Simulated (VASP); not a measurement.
Set up this calculation in VASP 6.6.1, as the native input.

| Quantity | Value |
| --- | --- |
| Task | single point |
| Functional | LDA |
| Potentials or basis | VASP PAW LDA potentials, release 64 (Ru_sv) |
| Cutoff | 560 eV |
| k mesh | 21 × 21 × 12 |
| Occupations | gaussian, width 0.15 eV |
| Spin | no spin polarisation |
| Dipole correction | no |
| Further INCAR settings | ALGO = Normal; EDIFF = 1e-06; NBANDS = 23 |

The structure of Ru lies in POSCAR:

```
Ru
1.0
    2.7057993342      0.0000000000      0.0000000000
   -1.3528996671      2.3432909610      0.0000000000
    0.0000000000      0.0000000000      4.0678050000
Ru
2
Direct
    0.3333333333      0.6666666667      0.2500000000
    0.6666666667      0.3333333333      0.7500000000
```

This cell differs from its parent crystal: strain -0.0500 x Voigt [0, 0, 1, 0, 0, 0].

One way to write it, as run:

INCAR

```
SYSTEM = Ru
  ALGO = Normal
  EDIFF = 1E-6
  ENCUT = 560
  GGA = CA
  GGA_COMPAT = .False.
  ISIF = 2
  ISMEAR = 0
  LASPH = .True.
  LCHARG = .False.
  LREAL = .False.
  LWAVE = .False.
  NBANDS = 23
  NELM = 120
  PREC = Accurate
  SIGMA = 0.15
```

KPOINTS

```
k-points
0
Gamma
  21 21 12
  0 0 0
```

Potentials or basis: VASP PAW LDA potentials, release 64 (Ru_sv).

Run with:

```bash
$ cat potpaw_LDA.64/Ru_sv/POTCAR > POTCAR
$ mpirun -np 1 vasp_std > vasp.out
```

It gave:

The pressure is 8.0 GPa and the band gap on the k mesh is zero (bands 16 and 17 overlap by 3.43 eV).

Caveat: the cell differs from its parent crystal (strain -0.0500 x Voigt [0, 0, 1, 0, 0, 0]); the stress differs along the axes, from -0 to 25 GPa.

It took 94 s on 1 thread of Intel(R) Xeon(R) Platinum 8259CL CPU @ 2.50GHz (Skylake/Cascade Lake), with other jobs on the host, peak memory 0.27 GiB.
